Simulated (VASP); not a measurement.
# La (P6_3/mmc) in VASP: notebook, part 2 of 2

VASP 6.6.1.

## Step 3: Single point, BLYP (36.89 Å³/atom)

This run uses another cell than the first one, of 36.89 Å³/atom.

Contents of INCAR:

```
PREC     = Accurate       # precision mode
ENCUT    = 520            # plane-wave cutoff, eV
EDIFF    = 1E-6           # SCF threshold, eV
ISMEAR   = -1             # smearing method
SIGMA    = 0.1            # smearing width, eV
LREAL    = F              # projectors in reciprocal space
LASPH    = T              # aspherical terms in the spheres
NELM     = 80             # most SCF steps
ALGO     = Normal         # electronic algorithm
ISIF     = 2              # what is computed and relaxed
LWAVE    = F              # write WAVECAR
LCHARG   = F              # write CHGCAR
GGA      = B5             # functional
ALDAX    = 1.0          
AGGAX    = 1.0          
AGGAC    = 1.0          
ALDAC    = 0.0          
NBANDS   = 30             # bands
```

Contents of KPOINTS:

```
regular mesh
0
Gamma
  12 12 4
```

Contents of POSCAR:

```
La
1.0
    3.7562362575      0.0000000000      0.0000000000
   -1.8781181287      3.2529960216      0.0000000000
    0.0000000000      0.0000000000     12.0756875068
La
4
Direct
    1.0000000000      1.0000000000      0.0000000000
    0.0000000000      1.0000000000      0.5000000000
    0.3333333333      0.6666666667      0.7500000000
    0.6666666667      0.3333333333      0.2500000000
```

Potentials or basis: VASP PAW PBE potentials, release 64 (La).

Command:

```bash
cat potpaw_PBE.64/La/POTCAR > POTCAR
mpirun -np 1 vasp_std > vasp.out
```

OUTCAR:

```text
PREC = Accurate
   ENCUT = 520
   EDIFF = 1E-6
   ISMEAR = -1
   LREAL = F
   LASPH = T
   NELM = 80
   ISIF = 2
   GGA = B5

 ion  position               nearest neighbor table
   1  0.000  0.000  0.000-
   2  0.000  0.000  0.500-
   3  0.333  0.667  0.750-
   4  0.667  0.333  0.250-

  LATTYP: Found a hexagonal cell.
 ALAT       =     3.7562362575
 C/A-ratio  =     3.2148370547
[... 989 lines left out ...]

  FORCE on cell =-STRESS in cart. coord.  units (eV):
  Direction    XX          YY          ZZ          XY          YZ          ZX
  --------------------------------------------------------------------------------------
  -------------------------------------------------------------------------------------
  Total        2.1070131      2.1070131      2.1431219      0.0000000      0.0000000      0.0000000
  in kB       22.8786038     22.8786038     23.2706844      0.0000000      0.0000000      0.0000000
  external PRESSURE =      23.0092973 kB  Pullay stress =       0.0000000 kB

 VOLUME and BASIS-vectors are now :
 -----------------------------------------------------------------------------
  energy-cutoff  :      520.00
  volume of cell :      147.55
      direct lattice vectors                 reciprocal lattice vectors
     3.756236257  0.000000000  0.000000000     0.266223936  0.153704461  0.000000000
    -1.878118129  3.252996022  0.000000000     0.000000000  0.307408922  0.000000000
     0.000000000  0.000000000 12.075687507     0.000000000  0.000000000  0.082811020

 POSITION                                       TOTAL-FORCE (eV/Angst)
 -----------------------------------------------------------------------------------
      0.00000      0.00000      0.00000        -0.000000      0.000000      0.000000
      0.00000      0.00000      6.03784        -0.000000      0.000000      0.000000
     -0.00000      2.16866      9.05677         0.000000      0.000000      0.000000
      1.87812      1.08433      3.01892        -0.000000     -0.000000     -0.000000
 -----------------------------------------------------------------------------------
    total drift:                               -0.000000      0.000000      0.000000

  FREE ENERGIE OF THE ION-ELECTRON SYSTEM (eV)
  ---------------------------------------------------
  free  energy   TOTEN  =       -15.8514703546 eV

  energy  without entropy=      -15.6285723775  energy(sigma->0) =      -15.74002137
```

Wall time 6.5 min (1 thread of Intel Xeon 8259CL, shared host); peak memory 0.35 GiB.

What came out:

* Free energy: -15.8515 eV
* Pressure: 2.3 GPa
* Band gap on the k mesh: zero (bands 22 and 23 overlap by 1.08 eV)

Caveat: the PAW data sets were made with another functional, which shifts forces and pressure a little; spin-orbit coupling is left out, which moves the levels of the heavy elements.

## Step 4: Single point, BLYP (38.49 Å³/atom)

This run uses another cell than the first one, of 38.49 Å³/atom.

Contents of INCAR:

```
PREC = Accurate
ENCUT = 520
EDIFF = 1E-7
ISMEAR = -1
SIGMA = 0.1
LREAL = F
LASPH = T
NELM = 60
ALGO = Normal
ISIF = 2
LWAVE = F
LCHARG = T
GGA = B5
ALDAX = 1.0
AGGAX = 1.0
AGGAC = 1.0
ALDAC = 0.0
LELF = T
LVHAR = T
NBANDS = 30
```

KPOINTS is that of step 3.

Contents of POSCAR:

```
La
1.0
    3.8099040262      0.0000000000      0.0000000000
   -1.9049520131      3.2994736727      0.0000000000
    0.0000000000      0.0000000000     12.2482206385
La
4
Direct
    1.0000000000      1.0000000000      0.0000000000
    0.0000000000      1.0000000000      0.5000000000
    0.3333333333      0.6666666667      0.7500000000
    0.6666666667      0.3333333333      0.2500000000
```

Command:

```bash
cat potpaw_PBE.64/La/POTCAR > POTCAR
mpirun -np 1 vasp_std > vasp.out
```

Run time: 7.7 min. Hardware: 1 thread of Intel Xeon 8259CL, shared host; peak memory 0.37 GiB.

Results (log left out):

```
Free energy            : -15.9180 eV
Pressure               : 1.0 GPa
Band gap on the k mesh : zero (bands 22 and 23 overlap by 1.00 eV)
```

Levels at points of the mesh, in eV from the Fermi level:
```csv
k point,band 19,band 20,band 21,band 22,band 23,band 24,band 25,band 26
"(0.00, 0.00, 0.00)",-1.83,-1.68,0.45,0.58,1.11,1.13,1.18,1.18
"(0.50, 0.00, 0.00)",-1.46,-1.01,-0.62,-0.27,-0.16,0.41,0.84,1.13
"(0.00, 0.00, 0.50)",-1.62,-1.62,0.72,0.72,1.10,1.10,1.23,1.24
"(0.50, 0.00, 0.50)",-1.33,-1.33,-1.00,-1.00,0.61,0.61,1.12,1.12
```

Caveat: the PAW data sets were made with another functional, which shifts forces and pressure a little; spin-orbit coupling is left out, which moves the levels of the heavy elements.

## Step 5: Single point, BLYP

This run uses another cell than the first one, of 40.10 Å³/atom.

Contents of INCAR:

```
PREC     = Accurate       # precision mode
ENCUT    = 520            # plane-wave cutoff, eV
EDIFF    = 1E-6           # SCF threshold, eV
ISMEAR   = -1             # smearing method
SIGMA    = 0.1            # smearing width, eV
LREAL    = F              # projectors in reciprocal space
LASPH    = T              # aspherical terms in the spheres
NELM     = 100            # most SCF steps
ALGO     = Normal         # electronic algorithm
ISIF     = 2              # what is computed and relaxed
LWAVE    = F              # write WAVECAR
LCHARG   = T              # write CHGCAR
GGA      = B5             # functional
ALDAX    = 1.0          
AGGAX    = 1.0          
AGGAC    = 1.0          
ALDAC    = 0.0          
LELF     = T              # ELF
LVHAR    = T            
NBANDS   = 30             # bands
```

KPOINTS is that of step 4.

Contents of POSCAR:

```
La
1.0
    3.8621009785      0.0000000000      0.0000000000
   -1.9310504892      3.3446775594      0.0000000000
    0.0000000000      0.0000000000     12.4160253349
La
4
Direct
    1.0000000000      1.0000000000      0.0000000000
    0.0000000000      1.0000000000      0.5000000000
    0.3333333333      0.6666666667      0.7500000000
    0.6666666667      0.3333333333      0.2500000000
```

Command:

```bash
cat potpaw_PBE.64/La/POTCAR > POTCAR
mpirun -np 1 vasp_std > vasp.out
```

It took 7.9 min on 1 thread of Intel Xeon 8259CL, shared host; peak memory 0.4 GiB.

It converged, with:

```yaml
Free_energy: -15.9381 eV
Pressure: 0.0 GPa
Band_gap_on_the_k_mesh: zero (bands 22 and 23 overlap by 0.92 eV)
```

Levels at points of the mesh, in eV from the Fermi level:
```
           k point  band 20  band 21  band 22  band 23  band 24  band 25
(0.00, 0.00, 0.00)    -1.64     0.43     0.55     1.07     1.09     1.14
(0.50, 0.00, 0.00)    -0.96    -0.58    -0.27    -0.15     0.40     0.77
(0.00, 0.00, 0.50)    -1.59     0.71     0.71     1.03     1.03     1.21
(0.50, 0.00, 0.50)    -1.30    -0.93    -0.93     0.60     0.60     1.06
```

Caveat: the PAW data sets were made with another functional, which shifts forces and pressure a little; spin-orbit coupling is left out, which moves the levels of the heavy elements.

## Step 6: Overview

| cell | gap on the mesh (eV) | pressure (GPa) |
| --- | --- | --- |
| a = 3.701, b = 3.701, c = 11.898 Å, angles 90.0, 90.0, 120.0°, 4 atoms | none | 3.8 |
| a = 3.756, b = 3.756, c = 12.076 Å, angles 90.0, 90.0, 120.0°, 4 atoms | none | 2.3 |
| a = 3.810, b = 3.810, c = 12.248 Å, angles 90.0, 90.0, 120.0°, 4 atoms | none | 1.0 |
| a = 3.862, b = 3.862, c = 12.416 Å, angles 90.0, 90.0, 120.0°, 4 atoms | none | 0.0 |

Alike in all rows: task single point; level BLYP; potentials or basis VASP PAW PBE potentials, release 64 (La); no spin polarisation; k mesh 12 × 12 × 4; cutoff (eV) 520; smearing fermi-dirac 0.1 eV.

Caveats: the PAW data sets were made with another functional, which shifts forces and pressure a little; spin-orbit coupling is left out, which moves the levels of the heavy elements; the cell stands under pressure (at least some runs).

Absolute energies hang on the potentials; compare differences alone.
